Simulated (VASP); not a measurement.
Wanted: the native input for a VASP 6.6.1 run.

```yaml
Task: single point
Functional: PBEsol
Potentials_or_basis: VASP PAW PBE potentials, release 64 (Au)
Cutoff: 520 eV
k_mesh: 20 × 20 × 20
Occupations: gaussian, width 0.15 eV
Spin: no spin polarisation
Dipole_correction: no
Further_INCAR_settings: ALGO = Fast; EDIFF = 1e-06; NBANDS = 12
```

The structure of Au lies in POSCAR:

```
Au
1.0
    0.0000000000      1.8818600000      2.1273200000
    1.8818600000      0.0000000000      2.1273200000
    1.8818600000      1.8818600000      0.0000000000
Au
1
Direct
    0.0000000000      0.0000000000      0.0000000000
```

This cell differs from its parent crystal: strain -0.080 along x and y, +0.040 along z.

One way to write it, as run:

INCAR

```
PREC = Accurate
ENCUT = 520
EDIFF = 1E-6
ISMEAR = 0
SIGMA = 0.15
LREAL = F
LASPH = T
NELM = 60
ALGO = Fast
ISIF = 2
LWAVE = F
LCHARG = F
GGA = PS
NBANDS = 12
```

KPOINTS

```
regular mesh
0
Gamma
  20 20 20
```

Potentials or basis: VASP PAW PBE potentials, release 64 (Au).

Launch:

```bash
$ cat potpaw_PBE.64/Au/POTCAR > POTCAR
$ mpirun -np 1 vasp_std > vasp.out
```

It gave:

```json
{
  "Pressure": "31.2 GPa"
}
```

Caveat: the cell differs from its parent crystal (strain -0.080 along x and y, +0.040 along z); the PAW data sets were made with another functional, which shifts forces and pressure a little.

Run time: 34 s on 1 thread of Intel(R) Xeon(R) 6975P-C (Granite Rapids) (shared host), peak memory 0.23 GiB.
